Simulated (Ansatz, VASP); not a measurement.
## Two plane-wave programs on AlP5

The input INCAR:

```
ALGO     = Normal         # electronic algorithm
EDIFF    = 1E-6           # SCF threshold, eV
ENCUT    = 520            # plane-wave cutoff, eV
GGA      = PE             # functional
ISIF     = 2              # what is computed and relaxed
ISMEAR   = 0              # smearing method
LASPH    = True           # aspherical terms in the spheres
LCHARG   = False          # write CHGCAR
LREAL    = False          # projectors in reciprocal space
LWAVE    = False          # write WAVECAR
NBANDS   = 23             # bands
NELM     = 60             # most SCF steps
PREC     = Accurate       # precision mode
SIGMA    = 0.1            # smearing width, eV
```

The input KPOINTS:

```
k-points
0
Gamma
  6 6 4
```

The input POSCAR:

```
AlP5
1.0
    5.5136980100      0.0000000000      0.0000000000
   -2.7568490100      4.7750025500      0.0000000000
    0.0000000000      0.0000000000      4.5940372000
Al P
1 5
Direct
    0.0000000000      0.0000000000      0.0000000000
    0.5000000000      0.0000000000      0.5000000000
    0.5000000000      0.5000000000      0.5000000000
    0.0000000000      0.5000000000      0.5000000000
    0.3333333300      0.6666666700      0.0000000000
    0.6666666700      0.3333333300      0.0000000000
```

Input for Ansatz:

```yaml
crystal:
  lattice:
    - [5.51369801, 0.0, 0.0]
    - [-2.75684901, 4.77500255, 0.0]
    - [0.0, 0.0, 4.5940372]
  atoms:
    - { symbol: Al, position: [0.0, 0.0, 0.0] }
    - { symbol: P, position: [0.5, 0.0, 0.5] }
    - { symbol: P, position: [0.5, 0.5, 0.5] }
    - { symbol: P, position: [0.0, 0.5, 0.5] }
    - { symbol: P, position: [0.33333333, 0.66666667, 0.0] }
    - { symbol: P, position: [0.66666667, 0.33333333, 0.0] }
basis:
  ecutwfc: 420
kpoints:
  mp_grid: { grid: [6, 6, 4] }
hamiltonian:
  xc: pbe
scf:
  occupations: { method: gaussian, width: 0.1 }
  lower_state_search: "off"
output:
  forces: true
  stress: true
  eigenvalues: true
```

Change from the starting cell: species swapped into the GdRh5 type (P6/mmm, No. 191).

Alike in both runs: task single point; functional PBE; k mesh 6 × 6 × 4; occupations gaussian, width 0.1 eV; no spin polarisation.

|  | VASP | Ansatz |
| --- | --- | --- |
| version | VASP 6.6.1 | Ansatz 0.2.0 |
| potentials or method | VASP PAW PBE potentials, release 64 (Al, P), cutoff 520 eV | scalar-relativistic, plane waves, PAW |
| valence electrons in the cell | 28 | 28 |

VASP gave:

```
gap on the k mesh at the Fermi level (eV)                     : none
pressure (GPa)                                                : -10.9
traceless stress, the component that is largest in VASP (GPa) : -0.36
```

Problem. Estimate Ansatz's values.

Solution. gap on the k mesh at the Fermi level (eV): none; pressure (GPa): -10.9; traceless stress, the component that is largest in VASP (GPa): -0.35.

A gap of «none» marks a metal or a gap that the smearing closes. The functional is the same, so the differences come from potentials, cutoffs and numerics.
